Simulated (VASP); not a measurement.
Write the native input for VASP 6.6.1 that does the following.

| Quantity | Value |
| --- | --- |
| Task | single point |
| Functional | PBE |
| Potentials or basis | VASP PAW PBE potentials, release 64 (Si, O) |
| Cutoff | 520 eV |
| k mesh | 6 × 6 × 4 |
| Occupations | fermi-dirac, width 0.02 eV |
| Spin | no spin polarisation |
| Dipole correction | no |
| Further INCAR settings | ALGO = Normal; EDIFF = 1e-07; NBANDS = 44 |

The structure of SiO2 lies in POSCAR:

```
SiO2
1.0
    5.0843954437      0.0000000000      0.0000000000
    0.0000000000      5.0843954437      0.0000000000
    0.0000000000      0.0000000000      7.0967756077
Si O
4 8
Direct
    0.7939022161      0.7939022161      0.5000000000
    0.7060977839      0.2939022161      0.2500000000
    0.2060977839      0.2060977839      0.0000000000
    0.2939022161      0.7060977839      0.7500000000
    0.2588431421      0.4064627671      0.8256945022
    0.0935372329      0.7588431421      0.5756945022
    0.7411568579      0.5935372329      0.3256945022
    0.9064627671      0.2411568579      0.0756945022
    0.7588431421      0.0935372329      0.4243054978
    0.5935372329      0.7411568579      0.6743054978
    0.2411568579      0.9064627671      0.9243054978
    0.4064627671      0.2588431421      0.1743054978
```

One way to write it, as run:

INCAR

```
SYSTEM = SiO2
PREC = Accurate
ENCUT = 520
EDIFF = 1E-7
ISMEAR = -1
SIGMA = 0.02
LREAL = .FALSE.
LASPH = .TRUE.
NELM = 100
ALGO = Normal
ISIF = 2
LWAVE = .FALSE.
LCHARG = .FALSE.
GGA = PE
NBANDS = 44
```

KPOINTS

```
Automatic mesh
0
G
  6 6 4
  0 0 0
```

Potentials or basis: VASP PAW PBE potentials, release 64 (Si, O).

Run with:

```bash
$ cat potpaw_PBE.64/Si/POTCAR potpaw_PBE.64/O/POTCAR > POTCAR
$ mpirun -np 1 vasp_std > vasp.out
```

Results of the run:

```
Pressure               : 0.1 GPa
Largest force          : 0.023 eV/Å
Band gap on the k mesh : 5.51 eV
```

It took 4.9 min on 1 thread of Intel Xeon 8259CL (shared host), peak memory 0.38 GiB.
